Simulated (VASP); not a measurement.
A run of VASP 6.6.1:

Contents of POSCAR:

```
Al
1.0
    0.0000000000      2.0194648500      2.0194648500
    2.0194648500      0.0000000000      2.0194648500
    2.0194648500      2.0194648500      0.0000000000
Al
1
Direct
    0.0000000000      0.0000000000      0.0000000000
```

The input INCAR.step1:

```
SYSTEM = Al
PREC = Accurate
ENCUT = 520
ISMEAR = 0
SIGMA = 0.1
LREAL = .False.
LASPH = .True.
NELM = 100
NBANDS = 8
GGA = PE
ALGO = Normal
EDIFF = 1E-4
LWAVE = .True.
LCHARG = .False.
```

INCAR.step2

```
SYSTEM = Al
PREC = Accurate
ENCUT = 520
EDIFF = 1E-6
ISMEAR = 0
SIGMA = 0.1
LREAL = .False.
LASPH = .True.
NELM = 100
ALGO = Normal
ISIF = 2
LWAVE = .False.
LCHARG = .True.
METAGGA = R2SCAN
LMIXTAU = .True.
LELF = .True.
LVHAR = .True.
NBANDS = 8
ISTART = 1
```

File KPOINTS:

```
regular mesh
0
Gamma
  8 8 8
  0 0 0
```

Potentials or basis: VASP PAW PBE potentials, release 64 (Al).

Command:

```bash
$ cat potpaw_PBE.64/Al/POTCAR > POTCAR
$ cp INCAR.step1 INCAR
$ mpirun -np 1 vasp_std > vasp.out
$ cp INCAR.step2 INCAR
$ mpirun -np 1 vasp_std > vasp.out
```

Hardware: 1 thread of Intel(R) Xeon(R) 6975P-C (Granite Rapids), with other jobs on the host.

Question: Estimate the wall time of this run.

Answer: Run time: 6.5 s on 1 thread of Intel(R) Xeon(R) 6975P-C (Granite Rapids), on a shared host, peak memory 0.13 GiB. Counts: k points 29.
